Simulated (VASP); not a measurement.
# InAs (F-43m) in VASP: vibrations by perturbation theory with PBEsol

Aim: the vibrations by perturbation theory of InAs with PBEsol.

Program: VASP 6.6.1. These are calculated values, not measurements. Logs are shortened: lines on timing, memory, paths and dates and some standing lists are left out, and cuts for length are marked.

### 1 The cell of the first run

It takes space group F-43m (No. 216, cubic). Conventional cell: a = 6.088 Å, b = 6.088 Å, c = 6.088 Å, α = 90.00°, β = 90.00°, γ = 90.00°. In (site symmetry -43m) has 4 As at 2.64 Å within 3.5 Å. Within 3.5 Å of As (site symmetry -43m) lie 4 In at 2.64 Å.

### 2 Vibrations by perturbation theory, PBEsol

Input file INCAR:

```
ALGO = Normal ; EDIFF = 1E-8
ENCUT = 500 ; GGA = PS
GGA_COMPAT = False ; IBRION = 8
ISIF = 2 ; ISMEAR = -1
LASPH = True ; LCHARG = True
LREAL = False ; LWAVE = False
NBANDS = 16 ; NELM = 120
NSW = 1 ; PREC = Accurate
SIGMA = 0.1
```

Input file KPOINTS:

```
k-points
0
Gamma
  12 12 12
```

Input file POSCAR:

```
InAs
1.0
    0.0000000000      3.0439245817      3.0439245817
    3.0439245817      0.0000000000      3.0439245817
    3.0439245817      3.0439245817      0.0000000000
In As
1 1
Direct
    0.0000000000      0.0000000000      0.0000000000
    0.7500000000      0.7500000000      0.7500000000
```

Potentials or basis: VASP PAW PBE potentials, release 64 (In_d, As).

Launch:

```
$ cat potpaw_PBE.64/In_d/POTCAR potpaw_PBE.64/As/POTCAR > POTCAR
$ mpirun -np 1 vasp_std > vasp.out
```

OUTCAR:

```text
EDIFF = 1E-8
   ENCUT = 500
   GGA = PS
   IBRION = 8
   ISIF = 2
   ISMEAR = -1
   LASPH = True
   LREAL = False
   NELM = 120
   NSW = 1
   PREC = Accurate

 ion  position               nearest neighbor table
   1  0.000  0.000  0.000-   2 2.64   2 2.64   2 2.64   2 2.64
   2  0.750  0.750  0.750-   1 2.64   1 2.64   1 2.64   1 2.64

  LATTYP: Found a face centered cubic cell.
 ALAT       =     6.0878491634

  Lattice vectors:

 A1 = (   0.0000000000,   3.0439245817,   3.0439245817)
 A2 = (   3.0439245817,   0.0000000000,   3.0439245817)
 A3 = (   3.0439245817,   3.0439245817,   0.0000000000)

Analysis of symmetry for initial positions (statically):
=====================================================================
 Subroutine PRICEL returns:
 Original cell was already a primitive cell.

 Routine SETGRP: Setting up the symmetry group for a
 face centered cubic supercell.

 Subroutine GETGRP returns: Found 24 space group operations
 (whereof 24 operations were pure point group operations)
 out of a pool of 48 trial point group operations.

The static configuration has the point symmetry T_d .

Analysis of symmetry for dynamics (positions and initial velocities):
=====================================================================
 Subroutine PRICEL returns:
 Original cell was already a primitive cell.

 Routine SETGRP: Setting up the symmetry group for a
 face centered cubic supercell.

 Subroutine GETGRP returns: Found 24 space group operations
 (whereof 24 operations were pure point group operations)
 out of a pool of 48 trial point group operations.

The dynamic configuration has the point symmetry T_d .

 Subroutine INISYM returns: Found 24 space group operations
 (whereof 24 operations are pure point group operations),
 and found     1 'primitive' translations

----------------------------------------------------------------------------------------

                                     Primitive cell

  volume of cell :      56.4068

[... 613 lines left out ...]
 -----------------------------------------------------------------------------
  energy-cutoff  :      500.00
  volume of cell :       56.41
      direct lattice vectors                 reciprocal lattice vectors
     0.000000000  3.043924582  3.043924582    -0.164261626  0.164261626  0.164261626
     3.043924582  0.000000000  3.043924582     0.164261626 -0.164261626  0.164261626
     3.043924582  3.043924582  0.000000000     0.164261626  0.164261626 -0.164261626

 POSITION                                       TOTAL-FORCE (eV/Angst)
 -----------------------------------------------------------------------------------
      0.00000      0.00000      0.00000         0.000000      0.000000      0.000000
      4.56589      4.56589      4.56589        -0.000000     -0.000000     -0.000000
 -----------------------------------------------------------------------------------
    total drift:                               -0.000000     -0.000000      0.000000

  FREE ENERGIE OF THE ION-ELECTRON SYSTEM (eV)
  ---------------------------------------------------
  free  energy   TOTEN  =        -8.4910254154 eV

  energy  without entropy=       -8.4902457963  energy(sigma->0) =       -8.49063561

[... ionic steps 2 to 3 ...]

--------------------------------------- Ionic step        4  -------------------------------------------

------------------------ aborting loop because EDIFF is reached ----------------------------------------

[... ionic steps 5 to 6 ...]

--------------------------------------- Ionic step        7  -------------------------------------------

 Free energy of the ion-electron system (eV)
  ---------------------------------------------------
  ---------------------------------------------------
  free energy    TOTEN  =        -0.04526021 eV

  energy without entropy =       -0.04526021

------------------------ aborting loop because EDIFF is reached ----------------------------------------

 INTERNAL STRAIN TENSOR  FOR ION    2  DIRECTION 1   (eV/Angst):
 -----------------------------------------------------------------------------
    -0.00267  0.00000  0.00000
     0.00000  0.00245  7.27530
     0.00000  7.27530  0.00245

 INTERNAL STRAIN TENSOR FOR ION    2 for displacements in x,y,z  (eV/Angst):
          X           Y           Z          XY          YZ          ZX
  --------------------------------------------------------------------------------
  x     0.00000     0.00000     0.00000     0.00000     7.27530     0.00000
  y     0.00000     0.00000     0.00000     0.00000     0.00000     7.27530
  z     0.00000     0.00000     0.00000     7.27530     0.00000     0.00000

 SECOND DERIVATIVES (NOT SYMMETRIZED)
 ------------------------------------
               1X          1Y          1Z          2X          2Y          2Z
  1X    -7.303639    0.000000    0.000000    7.303639    0.000000    0.000000
  1Y     0.000000   -7.303639    0.000000    0.000000    7.303639    0.000000
  1Z     0.000000    0.000000   -7.303639    0.000000    0.000000    7.303639
  2X     7.325459    0.000000    0.000000   -7.325459    0.000000    0.000000
  2Y     0.000000    7.325459    0.000000    0.000000   -7.325459    0.000000
  2Z     0.000000    0.000000    7.325459    0.000000    0.000000   -7.325459

 Eigenvectors and eigenvalues of the dynamical matrix
 ----------------------------------------------------

   1 f  =    6.280309 THz    39.460344 2PiTHz  209.488552 cm-1    25.973259 meV
             X         Y         Z           dx          dy          dz
      0.000000  0.000000  0.000000     0.000000   -0.627814   -0.000000
      4.565887  4.565887  4.565887    -0.000000    0.778364   -0.000000
[... 21 lines left out ...]
   6 f/i=    0.004578 THz     0.028762 2PiTHz    0.152692 cm-1     0.018931 meV
             X         Y         Z           dx          dy          dz
      0.000000  0.000000  0.000000     0.134062   -0.660034   -0.390169
      4.565887  4.565887  4.565887     0.108132   -0.532372   -0.314703

--------------------------------------------------------------------------------------------------------

 ELASTIC MODULI CONTR FROM IONIC RELAXATION (kBar)
 Direction    XX          YY          ZZ          XY          YZ          ZX
 --------------------------------------------------------------------------------
 XX           0.0000      0.0000      0.0000      0.0000      0.0000      0.0000
 YY           0.0000      0.0000      0.0000      0.0000      0.0000      0.0000
 ZZ           0.0000      0.0000      0.0000      0.0000      0.0000      0.0000
 XY           0.0000      0.0000      0.0000   -202.7579      0.0000      0.0000
 YZ           0.0000      0.0000      0.0000      0.0000   -202.7579      0.0000
 ZX           0.0000      0.0000      0.0000      0.0000      0.0000   -202.7579
 --------------------------------------------------------------------------------
```

It took 14 min on 1 thread of Intel Xeon 8259CL, shared host; peak memory 0.61 GiB.

What came out:

| Quantity | Value |
| --- | --- |
| Highest phonon frequency at Γ, LO-TO splitting left out | 209 cm⁻¹ |

Phonon frequencies in cm⁻¹ (negative: imaginary):
```
              q point        frequencies
(0.000, 0.000, 0.000)  0 0 0 209 209 209
```

Caveat: spin-orbit coupling is left out, which moves the levels of the heavy elements.
